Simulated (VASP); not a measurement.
Set up this calculation in VASP 6.6.1, as the native input.

```yaml
Task: relaxation of cell and atoms
Functional: PBE
Potentials_or_basis: VASP PAW PBE potentials, release 64 (Mg, Be)
Cutoff: 600 eV
k_mesh: 4 × 4 × 6
Occupations: gaussian, width 0.1 eV
Spin: no spin polarisation
Dipole_correction: no
Further_INCAR_settings: ALGO = Fast; EDIFF = 1e-07; IBRION = 2; EDIFFG = -0.04; NSW = 90; ISIF = 3
```

The structure of Mg2Be lies in POSCAR:

```
Mg2Be
1.0
    5.2915599671      0.0000000000      0.0000000000
    0.0000000000      5.2915599671      0.0000000000
    0.0000000000      0.0000000000      3.4082990733
Mg Be
4 2
Direct
    0.3060000000      0.3060000000      0.0000000000
    0.1940000000      0.8060000000      0.5000000000
    0.6940000000      0.6940000000      0.0000000000
    0.8060000000      0.1940000000      0.5000000000
    0.0000000000      0.0000000000      0.0000000000
    0.5000000000      0.5000000000      0.5000000000
```

One way to write it, as run:

INCAR

```
SYSTEM = Mg2Be
PREC = Accurate ; ENCUT = 600
EDIFF = 1E-7 ; ISMEAR = 0
SIGMA = 0.1 ; LREAL = .False.
LASPH = .True. ; NELM = 60
ALGO = Fast ; ISIF = 3
LWAVE = .False. ; LCHARG = .False.
GGA = PE ; IBRION = 2
NSW = 90 ; EDIFFG = -0.04
```

KPOINTS

```
Automatic mesh
0
Gamma
  4 4 6
  0 0 0
```

Potentials or basis: VASP PAW PBE potentials, release 64 (Mg, Be).

Run with:

```console
$ cat potpaw_PBE.64/Mg/POTCAR potpaw_PBE.64/Be/POTCAR > POTCAR
$ mpirun -np 1 vasp_std > vasp.out
```

It gave:

```yaml
Relaxed_volume: 20.58 Å³/atom
Relaxed_cell: a = 6.559 Å, b = 6.559 Å, c = 2.870 Å, α = 90.00°, β = 90.00°, γ = 90.00°
Space_group_after_relaxing_to_0.1_Å: P4_2/mnm (No. 136)
Energy_gained_by_relaxing: 391.5 meV/atom
Ionic_steps: 22
Pressure_after_relaxing: 0.0 GPa
Largest_force_after_relaxing: 0.018 eV/Å
Band_gap_on_the_k_mesh: zero (bands 6 and 7 overlap by 2.04 eV)
```

Caveat: the volume moved by over 15 % at a fixed basis, so the end points are rough.

Wall time 8.6 min on 1 thread of Intel Xeon 8259CL, with other jobs on the host, peak memory 0.23 GiB.
